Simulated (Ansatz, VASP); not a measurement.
## OsPtC4N4: VASP beside Ansatz

```
CELL_PARAMETERS angstrom
5.91338 0.00000 0.00000
0.00000 5.91338 0.00000
0.00000 0.00000 5.91338
ATOMIC_POSITIONS crystal
Os 0.00000 0.00000 0.00000
Pt 0.50000 0.50000 0.50000
C 0.18706 0.18706 0.18706
C 0.18706 0.81294 0.81294
C 0.81294 0.18706 0.81294
C 0.81294 0.81294 0.18706
N 0.30318 0.30318 0.30318
N 0.30318 0.69682 0.69682
N 0.69682 0.30318 0.69682
N 0.69682 0.69682 0.30318
```

Alike in both runs: functional PBE; k mesh 4 × 4 × 4; occupations gaussian, width 0.1 eV; collinear spin.

Ansatz relaxed the structure, and its values are those at the end. VASP's run is a single point on that final structure, the one shown.

```csv
,VASP,Ansatz
version,VASP 6.6.1,Ansatz 0.2.0
potentials or method,"VASP PAW PBE potentials, release 64 (Os, Pt, C, N), cutoff 520 eV","scalar-relativistic, plane waves, PAW"
valence electrons in the cell,54,70
```

```csv
,VASP,Ansatz,Ansatz less VASP
gap on the k mesh at the Fermi level (eV),0.18,0.18,+0.002
least direct gap on the mesh (eV),0.46,0.46,+0.003
pressure (GPa),0.6,0.1,-0.51
rms of the force components (eV/Å),0.101,0.001,-0.0995
net moment per atom (μB),0.00,0.00,0.000
```

VASP's potentials hold 54 valence electrons a cell and Ansatz's 70, so a difference there can come from the potentials and not from the codes. Ansatz's warnings: seeded moment not kept.

Spin-orbit coupling is off throughout. Noted on VASP's run: the standard files for N, O and F lose accuracy on very short bonds.
